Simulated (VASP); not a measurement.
A run of VASP 6.6.1 is set up as follows.

The input INCAR:

```
SYSTEM = Li2H
  PREC = Accurate
  ENCUT = 520
  EDIFF = 1E-6
  ISMEAR = 0
  SIGMA = 0.1
  LREAL = .False.
  LASPH = .True.
  NELM = 60
  ALGO = Normal
  ISIF = 2
  LWAVE = .False.
  LCHARG = .False.
  GGA = PE
  NBANDS = 10
```

KPOINTS

```
Automatic mesh
0
Gamma
  8 8 4
  0 0 0
```

The input POSCAR:

```
Li2H
1.0
    1.3993530900     -1.9969748600      0.0000000000
    1.3993530900      1.9969748600      0.0000000000
    0.0000000000      0.0000000000      5.8248523500
Li H
2 1
Direct
    0.0000000000      0.0000000000      0.6816860700
    0.0000000000      0.0000000000      0.3183139300
    0.5000000000      0.5000000000      0.0000000000
```

Potentials or basis: VASP PAW PBE potentials, release 64 (Li_sv, H).

Command:

```sh
$ cat potpaw_PBE.64/Li_sv/POTCAR potpaw_PBE.64/H/POTCAR > POTCAR
$ mpirun -np 1 vasp_std > vasp.out
```

Predict the largest force.

2.011 eV/Å.

Forces in eV/Å, atoms in the order of the input:
```
Li   0.000  0.000  2.011
Li   0.000  0.000 -2.011
H    0.000  0.000  0.000
```

Caveat: forces of over 1 eV/Å act on the atoms, so gaps and moduli don't describe the material at rest.
